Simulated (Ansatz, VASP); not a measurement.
# Two plane-wave programs on AlRu

```
CELL_PARAMETERS angstrom
3.00370 0.00000 0.00000
0.00000 3.00370 0.00000
0.00000 0.00000 3.00370
ATOMIC_POSITIONS crystal
Al 0.00000 0.00000 0.00000
Ru 0.50000 0.50000 0.50000
```

Alike in both runs: functional PBE; k mesh 18 × 18 × 18; occupations gaussian, width 0.1 eV; no spin polarisation.

Ansatz relaxed the structure, and its values are those at the end. VASP's run is a single point on that final structure, the one shown.

```csv
,VASP,Ansatz
version,VASP 6.6.1,Ansatz 0.2.0
potentials or method,"VASP PAW PBE potentials, release 64 (Al, Ru_pv), cutoff 520 eV","scalar-relativistic, plane waves, PAW"
valence electrons in the cell,17,19
```

```tsv
	VASP	Ansatz	Ansatz less VASP
gap on the k mesh at the Fermi level (eV)	none	none	-
pressure (GPa)	0.0	0.0	+0.04
```

A gap of «none» marks a metal or a gap that the smearing closes. The functional is the same, so the differences come from potentials, cutoffs and numerics. VASP's potentials hold 17 valence electrons a cell and Ansatz's 19, so a difference there can come from the potentials and not from the codes.
